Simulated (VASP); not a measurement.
Wanted: the native input for a VASP 6.6.1 run.

```yaml
Task: single point
Functional: r2SCAN
Potentials_or_basis: VASP PAW PBE potentials, release 64 (Mo_sv)
Cutoff: 520 eV
k_mesh: 18 × 18 × 18
Occupations: gaussian, width 0.1 eV
Spin: no spin polarisation
Dipole_correction: no
Further_INCAR_settings: ALGO = Normal; EDIFF = 1e-06; NBANDS = 13
```

Mo:

```
Mo
1.0
    -1.52649    1.52649    1.52649
     1.52649   -1.52649    1.52649
     1.52649    1.52649   -1.52649
Mo
1
Direct
  0.00000 0.00000 0.00000
```

These files were run (other wordings do the same):

POSCAR

```
Mo
1.0
   -1.5264857478      1.5264857478      1.5264857478
    1.5264857478     -1.5264857478      1.5264857478
    1.5264857478      1.5264857478     -1.5264857478
Mo
1
Direct
    0.0000000000      0.0000000000      0.0000000000
```

INCAR.step1

```
SYSTEM = Mo
PREC     = Accurate       ! precision mode
ENCUT    = 520            ! plane-wave cutoff, eV
ISMEAR   = 0              ! smearing method
SIGMA    = 0.1            ! smearing width, eV
LREAL    = .False.        ! projectors in reciprocal space
LASPH    = .True.         ! aspherical terms in the spheres
NELM     = 80             ! most SCF steps
NBANDS   = 13             ! bands
GGA      = PE             ! functional
ALGO     = Normal         ! electronic algorithm
EDIFF    = 1E-4           ! SCF threshold, eV
LWAVE    = .True.         ! write WAVECAR
LCHARG   = .False.        ! write CHGCAR
```

INCAR.step2

```
SYSTEM = Mo
PREC     = Accurate       ! precision mode
ENCUT    = 520            ! plane-wave cutoff, eV
EDIFF    = 1E-6           ! SCF threshold, eV
ISMEAR   = 0              ! smearing method
SIGMA    = 0.1            ! smearing width, eV
LREAL    = .False.        ! projectors in reciprocal space
LASPH    = .True.         ! aspherical terms in the spheres
NELM     = 80             ! most SCF steps
ALGO     = Normal         ! electronic algorithm
ISIF     = 2              ! what is computed and relaxed
LWAVE    = .False.        ! write WAVECAR
LCHARG   = .False.        ! write CHGCAR
METAGGA  = R2SCAN         ! meta-GGA
LMIXTAU  = .True.       
NBANDS   = 13             ! bands
ISTART   = 1
```

KPOINTS

```
regular mesh
0
Gamma
  18 18 18
  0 0 0
```

Potentials or basis: VASP PAW PBE potentials, release 64 (Mo_sv).

The run is started by

```console
$ cat potpaw_PBE.64/Mo_sv/POTCAR > POTCAR
$ cp INCAR.step1 INCAR
$ mpirun -np 1 vasp_std > vasp.out
$ cp INCAR.step2 INCAR
$ mpirun -np 1 vasp_std > vasp.out
```

It gave:

The pressure is 33.0 GPa. The band gap on the k mesh is zero (bands 7 and 8 overlap by 6.34 eV).

Caveat: the cell stands under pressure; the PAW data sets were made with another functional, which shifts forces and pressure a little.

Run time: 62 s on 1 thread of Intel(R) Xeon(R) 6975P-C (Granite Rapids), with other jobs on the host, peak memory 0.15 GiB.
